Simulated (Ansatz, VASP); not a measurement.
# One calculation of InP, two programs

```
CELL_PARAMETERS angstrom
0.00000 2.97988 2.97988
2.97988 0.00000 2.97988
2.97988 2.97988 0.00000
ATOMIC_POSITIONS crystal
In 0.00000 0.00000 0.00000
P 0.25000 0.25000 0.25000
```

Alike in both runs: task electric field gradients; functional PBE; k mesh 12 × 12 × 12; occupations fermi-dirac, width 0.08 eV; no spin polarisation.

```csv
,VASP,Ansatz
version,VASP 6.6.1,Ansatz 0.2.0
potentials or method,"VASP PAW PBE potentials, release 64 (In_d, P), cutoff 520 eV","PAW with Ansatz's default frozen-core files, scalar-relativistic"
valence electrons in the cell,18,18
```

```csv
,VASP,Ansatz,Ansatz less VASP
pressure (GPa),0.0,0.0,+0.04
```
